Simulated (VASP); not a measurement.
# Hf2N (I4/mmm) in VASP: further runs

Hf2N is run at these levels: r2SCAN; tasks: single point, relaxation of cell and atoms.

Program: VASP 6.6.1. These are calculated values, not measurements. Logs are shortened: lines on timing, memory, paths and dates and some standing lists are left out, and cuts for length are marked.

### 1 The cell of the first run

Symmetry: I4/mmm, No. 139, tetragonal system. Conventional cell: a = 2.917 Å, b = 2.917 Å, c = 10.387 Å, α = 90.00°, β = 90.00°, γ = 90.00°. Hf (site symmetry 4mm) has 4 N at 2.48 Å and 9 Hf at 2.76 to 3.19 Å within 3.3 Å. Within 3.3 Å of N (site symmetry 4/mmm) lie 8 Hf at 2.48 Å and 4 N at 2.92 Å.

### 2 Single point, r2SCAN

Contents of POSCAR:

```
Hf2N
1.0
   -1.4582837629      1.4582837629      5.1937194936
    1.4582837629     -1.4582837629      5.1937194936
    1.4582837629      1.4582837629     -5.1937194936
Hf N
2 1
Direct
    0.6328395397      0.6328395397      0.0000000000
    0.3671604603      0.3671604603      0.0000000000
    0.0000000000      0.0000000000      0.0000000000
```

Contents of INCAR.step1:

```
SYSTEM = Hf2N
ALGO     = Normal         ! electronic algorithm
EDIFF    = 1E-4           ! SCF threshold, eV
ENCUT    = 520            ! plane-wave cutoff, eV
GGA      = PE             ! functional
ISMEAR   = 0              ! smearing method
LASPH    = .TRUE.         ! aspherical terms in the spheres
LCHARG   = .FALSE.        ! write CHGCAR
LREAL    = .FALSE.        ! projectors in reciprocal space
LWAVE    = .TRUE.         ! write WAVECAR
NBANDS   = 20             ! bands
NELM     = 60             ! most SCF steps
PREC     = Accurate       ! precision mode
SIGMA    = 0.1            ! smearing width, eV
```

Contents of INCAR.step2:

```
SYSTEM = Hf2N
ALGO     = Normal         ! electronic algorithm
EDIFF    = 1E-6           ! SCF threshold, eV
ENCUT    = 520            ! plane-wave cutoff, eV
ISIF     = 2              ! what is computed and relaxed
ISMEAR   = 0              ! smearing method
ISTART   = 1            
LASPH    = .TRUE.         ! aspherical terms in the spheres
LCHARG   = .FALSE.        ! write CHGCAR
LMIXTAU  = .TRUE.       
LREAL    = .FALSE.        ! projectors in reciprocal space
LWAVE    = .FALSE.        ! write WAVECAR
METAGGA  = R2SCAN         ! meta-GGA
NBANDS   = 20             ! bands
NELM     = 60             ! most SCF steps
PREC     = Accurate       ! precision mode
SIGMA    = 0.1            ! smearing width, eV
```

Contents of KPOINTS:

```
k-points
0
G
  8 8 8
  0 0 0
```

Potentials or basis: VASP PAW PBE potentials, release 64 (Hf_pv, N).

Started as:

```bash
cat potpaw_PBE.64/Hf_pv/POTCAR potpaw_PBE.64/N/POTCAR > POTCAR
cp INCAR.step1 INCAR
mpirun -np 1 vasp_std > vasp.out
cp INCAR.step2 INCAR
mpirun -np 1 vasp_std > vasp.out
```

OUTCAR:

```text
SYSTEM = Hf2N
   EDIFF = 1E-6
   ENCUT = 520
   ISIF = 2
   ISMEAR = 0
   ISTART = 1
   LASPH = .TRUE.
   LREAL = .FALSE.
   METAGGA = R2SCAN
   NELM = 60
   PREC = Accurate

 ion  position               nearest neighbor table
   1  0.633  0.633  0.000-   3 2.48   3 2.48   3 2.48   3 2.48   2 2.76   2 3.19   2 3.19   2 3.19
                             2 3.19
   2  0.367  0.367  0.000-   3 2.48   3 2.48   3 2.48   3 2.48   1 2.76   1 3.19   1 3.19   1 3.19
                             1 3.19
   3  0.000  0.000  0.000-   1 2.48   1 2.48   1 2.48   2 2.48   1 2.48   2 2.48   2 2.48   2 2.48

  LATTYP: Found a body centered tetragonal cell.
 ALAT       =     2.9165675258
 C/A-ratio  =     3.5615287132

  Lattice vectors:

 A1 = (  -1.4582837629,   1.4582837629,   5.1937194936)
 A2 = (   1.4582837629,  -1.4582837629,   5.1937194936)
 A3 = (   1.4582837629,   1.4582837629,  -5.1937194936)

Analysis of symmetry for initial positions (statically):
=====================================================================
 Subroutine PRICEL returns:
 Original cell was already a primitive cell.

 Routine SETGRP: Setting up the symmetry group for a
 body centered tetragonal supercell.

 Subroutine GETGRP returns: Found 16 space group operations
 (whereof 16 operations were pure point group operations)
 out of a pool of 16 trial point group operations.

The static configuration has the point symmetry D_4h.

Analysis of symmetry for dynamics (positions and initial velocities):
=====================================================================
 Subroutine PRICEL returns:
 Original cell was already a primitive cell.

 Routine SETGRP: Setting up the symmetry group for a
 body centered tetragonal supercell.

 Subroutine GETGRP returns: Found 16 space group operations
 (whereof 16 operations were pure point group operations)
 out of a pool of 16 trial point group operations.

The dynamic configuration has the point symmetry D_4h.

 Subroutine INISYM returns: Found 16 space group operations
 (whereof 16 operations are pure point group operations),
 and found     1 'primitive' translations

----------------------------------------------------------------------------------------

                                     Primitive cell

  volume of cell :      44.1797

[... 79 lines left out ...]
   NGXF,Y,Z  is equivalent  to a cutoff of  24.99, 24.99, 24.99 a.u.
 SYSTEM =  Hf2N
   PREC   = accura    normal or accurate (medium, high low for compatibility)
   ISTART =      1    job   : 0-new  1-cont  2-samecut
   ICHARG =      0    charge: 1-file 2-atom 10-const
   ISPIN  =      1    spin polarized calculation?
   LNONCOLLINEAR =      F non collinear calculations
   LSORBIT =      F    spin-orbit coupling
   LASPH  =      T    aspherical Exc in radial PAW
   ENCUT  =  520.0 eV  38.22 Ry    6.18 a.u.  10.39 10.39 10.39*2*pi/ulx,y,z
   NELM   =     60;   NELMIN=  2; NELMDL=  0     # of ELM steps
   EDIFF  = 0.1E-05   stopping-criterion for ELM
   LREAL  =      F    real-space projection
[... 7 lines left out ...]
   TEBEG  =    0.0;   TEEND  =   0.0 temperature during run
   PSTRESS=    0.0 pullay stress
   NELECT =      25.0000    total number of electrons
   NUPDOWN=      -1.0000    fix difference up-down
   EMIN   =  10.00;   EMAX   =-10.00  energy-range for DOS
   EFERMI =   0.00;   METHOD = LEGACY
   ISMEAR =     0;   SIGMA  =   0.10  broadening in eV -4-tet -1-fermi 0-gaus
   EFERMI_NEDOS =   21; number of points for ismear=-14 and -15
   IALGO  =     38    algorithm
   IMIX   =      4    mixing-type and parameters
     AMIX     =   0.40;   BMIX     =  1.00
     AMIX_MAG =   1.60;   BMIX_MAG =  1.00
  volume/ion in A,a.u.               =      14.73        99.38
  Fermi-wavevector in a.u.,A,eV,Ry     =   1.354089  2.558858 24.947070  1.833558
  Thomas-Fermi vector in A             =   2.481290
   LORBIT       =      0    0 simple, 1 ext, 2 COOP (PROOUT), +10 PAW based schemes
   METAGGA = R2SCAN    functional components
   LHFCALC =     F    Hartree Fock is set to
   AEXX    =    0.0000 exact exchange contribution
   IVDW    =     0    specifies the selected vdW correction
   LEPSILON=     F    determine dielectric tensor
   LRPA    =     F    only Hartree local field effects (RPA)
 non-spin polarized calculation
 Gauss-broadening in eV      SIGMA  =   0.10
  energy-cutoff  :      520.00
  volume of cell :       44.18
 maximum number of plane-waves:      1204
 NGX is ok and might be reduce to    42
   NGX = 21   NGY = 21   NGZ = 21

 number of electron      25.0000001 magnetization

 Free energy of the ion-electron system (eV)
  ---------------------------------------------------
  ext. energy  EPLUGINS =         0.00000000
  ---------------------------------------------------
  free energy    TOTEN  =      -100.79793131 eV

  energy without entropy =     -100.79063070  energy(sigma->0) =     -100.79428100

 E-fermi :   6.1631     XC(G=0): -13.0773

 val. band max:        6.1114783042   @ k =   0.5000   0.0000   0.0000
 cond. band min:       6.1638478653   @ k =   0.1250   0.1250   0.1250
 fundamental gap:      0.0523695612
 Fermi energy:         6.1630916986

 k-point     1 :       0.0000    0.0000    0.0000
  band No.  band energies     occupation
      1     -26.1751      2.00000
      2     -25.0954      2.00000
      3     -25.0954      2.00000
      4     -25.0773      2.00000
      5     -25.0773      2.00000
      6     -24.9367      2.00000
[... 541 lines left out ...]
     19      12.7092      0.00000
     20      13.9185      0.00000

 [... further k-points ...]

------------------------ aborting loop because EDIFF is reached ----------------------------------------

  FORCE on cell =-STRESS in cart. coord.  units (eV):
  Direction    XX          YY          ZZ          XY          YZ          ZX
  --------------------------------------------------------------------------------------
  -------------------------------------------------------------------------------------
  Total       -0.3740379     -0.3740379     -0.4857790      0.0000000     -0.0000000      0.0000000
  in kB      -13.5644956    -13.5644956    -17.6167888      0.0000000     -0.0000000      0.0000000
  external PRESSURE =     -14.9152600 kB  Pullay stress =       0.0000000 kB

 VOLUME and BASIS-vectors are now :
 -----------------------------------------------------------------------------
  energy-cutoff  :      520.00
  volume of cell :       44.18
      direct lattice vectors                 reciprocal lattice vectors
    -1.458283763  1.458283763  5.193719494     0.000000000  0.342868797  0.096270120
     1.458283763 -1.458283763  5.193719494     0.342868797  0.000000000  0.096270120
     1.458283763  1.458283763 -5.193719494     0.342868797  0.342868797  0.000000000

 POSITION                                       TOTAL-FORCE (eV/Angst)
 -----------------------------------------------------------------------------------
      0.00000      0.00000      6.57358         0.000000      0.000000     -0.035673
      0.00000      0.00000      3.81386         0.000000      0.000000      0.035673
      0.00000      0.00000      0.00000        -0.000000     -0.000000      0.000000
 -----------------------------------------------------------------------------------
    total drift:                               -0.000000     -0.000000      0.000000

  FREE ENERGIE OF THE ION-ELECTRON SYSTEM (eV)
  ---------------------------------------------------
  free  energy   TOTEN  =      -100.7979313099 eV

  energy  without entropy=     -100.7906306970  energy(sigma->0) =     -100.79428100
```

Run time: 6.7 min. Hardware: 1 thread of AMD EPYC 7R13 (Zen 3), shared host; peak memory 0.28 GiB.

What came out:

- Free energy: -100.7979 eV
- Pressure: -1.5 GPa
- Largest force: 0.036 eV/Å
- Band gap on the k mesh: zero (an odd number of electrons rules out a gap without spin polarisation)

Forces on the atoms (eV/Å):
```
Hf   0.000  0.000 -0.036
Hf   0.000  0.000  0.036
N    0.000  0.000  0.000
```

Levels at points of the mesh, in eV from the Fermi level:
| k point | band 11 | band 12 | band 13 | band 14 | band 15 | band 16 |
| --- | --- | --- | --- | --- | --- | --- |
| (0.00, 0.00, 0.00) | -2.44 | -1.58 | -1.19 | -0.13 | 2.46 | 4.16 |
| (0.50, 0.00, 0.00) | -2.43 | -1.23 | -0.17 | -0.05 | 2.83 | 4.40 |
| (0.50, 0.50, 0.00) | -1.34 | -0.49 | 0.55 | 2.02 | 2.63 | 4.90 |
| (0.50, 0.50, 0.50) | -2.44 | -2.23 | -1.00 | -0.29 | 3.77 | 4.30 |

Caveat: the PAW data sets were made with another functional, which shifts forces and pressure a little; spin-orbit coupling is left out, which moves the levels of the heavy elements.

### 3 Relaxation of cell and atoms, r2SCAN

This run uses another cell than the first one, of 15.00 Å³/atom.

Contents of POSCAR:

```
Hf2N
1.0
   -1.6612587496      1.6612587496      4.0752753701
    1.6612587496     -1.6612587496      4.0752753701
    1.6612587496      1.6612587496     -4.0752753701
Hf N
2 1
Direct
    0.6650000000      0.6650000000      0.0000000000
    0.3350000000      0.3350000000      0.0000000000
    0.0000000000      0.0000000000      0.0000000000
```

Contents of INCAR.step1:

```
SYSTEM = Hf2N
PREC = Accurate
ENCUT = 600
ISMEAR = 0
SIGMA = 0.1
LREAL = .False.
LASPH = .True.
NELM = 60
GGA = PE
ALGO = Normal
EDIFF = 1E-4
LWAVE = .True.
LCHARG = .False.
```

Contents of INCAR.step2:

```
SYSTEM = Hf2N
PREC = Accurate
ENCUT = 600
EDIFF = 1E-6
ISMEAR = 0
SIGMA = 0.1
LREAL = .False.
LASPH = .True.
NELM = 60
ALGO = Normal
ISIF = 3
LWAVE = .False.
LCHARG = .False.
METAGGA = R2SCAN
LMIXTAU = .True.
IBRION = 2
NSW = 90
EDIFFG = -0.04
ISTART = 1
```

Contents of KPOINTS:

```
Automatic mesh
0
Gamma
  8 8 8
  0 0 0
```

Potentials or basis: VASP PAW PBE potentials, release 64 (Hf_pv, N).

Started as:

```bash
cat potpaw_PBE.64/Hf_pv/POTCAR potpaw_PBE.64/N/POTCAR > POTCAR
cp INCAR.step1 INCAR
mpirun -np 1 vasp_std > vasp.out
cp INCAR.step2 INCAR
mpirun -np 1 vasp_std > vasp.out
```

Wall time 46 min (1 thread of AMD EPYC 7R13 (Zen 3), shared host); peak memory 0.29 GiB.

It converged, with:

* Free energy: -100.7886 eV
* Relaxed volume: 14.57 Å³/atom
* Relaxed cell: a = 5.556 Å, b = 5.556 Å, c = 5.556 Å, α = 149.64°, β = 149.64°, γ = 43.48°
* Space group after relaxing (to 0.1 Å): I4/mmm (No. 139)
* Energy gained by relaxing: 1007.1 meV/atom
* Ionic steps: 12
* Pressure after relaxing: 0.2 GPa
* Largest force after relaxing: 0.023 eV/Å
* Band gap on the k mesh: zero (an odd number of electrons rules out a gap without spin polarisation)

Forces in eV/Å, atoms in the order of the input:
```
Hf   0.000  0.000 -0.023
Hf   0.000  0.000  0.023
N    0.000  0.000  0.000
```

Stress tensor (GPa, compression positive):
```
0.25 0.00 0.00
0.00 0.25 0.00
0.00 0.00 0.08
```

Step by step:
```tsv
step	energy change (eV)	largest force (eV/Å)	pressure (GPa)	volume (Å³)
1	0.0000	3.8816	5.60	44.99
2	-1.5423	0.8921	-10.75	48.27
3	-1.6241	1.9606	-13.00	49.00
4	-2.4004	1.8835	-12.29	48.03
5	-2.7945	1.7413	-9.26	46.66
6	-2.8321	1.6345	-7.41	46.12
7	-2.9549	1.1207	-3.80	44.85
8	-3.0136	0.2241	2.86	43.14
9	-3.0145	0.3430	2.00	43.33
10	-3.0144	0.3086	2.25	43.27
11	-3.0213	0.0228	0.48	43.65
12	-3.0214	0.0233	0.19	43.72
```

Final structure:
```xyz
3
Lattice="-1.4552 1.4552 5.1612 1.4552 -1.4552 5.1612 1.4552 1.4552 -5.1612" Properties=species:S:1:pos:R:3 pbc="T T T"
Hf    0.0000    0.0000    6.5341
Hf    0.0000    0.0000    3.7883
N     0.0000    0.0000    0.0000
```

Levels at points of the mesh, in eV from the Fermi level:
| k point | band 11 | band 12 | band 13 | band 14 | band 15 | band 16 |
| --- | --- | --- | --- | --- | --- | --- |
| (0.00, 0.00, 0.00) | -2.48 | -1.60 | -1.20 | -0.12 | 2.51 | 4.18 |
| (0.50, 0.00, 0.00) | -2.48 | -1.23 | -0.17 | -0.03 | 2.81 | 4.43 |
| (0.50, 0.50, 0.00) | -1.36 | -0.51 | 0.55 | 2.08 | 2.67 | 4.98 |
| (0.50, 0.50, 0.50) | -2.46 | -2.27 | -0.95 | -0.27 | 3.89 | 4.30 |

Caveat: a cell axis changed by over 15 % at a fixed basis, so the end point is rough; the PAW data sets were made with another functional, which shifts forces and pressure a little; spin-orbit coupling is left out, which moves the levels of the heavy elements.

The gap in the log of VASP goes by the Fermi energy; the results here count the filled bands.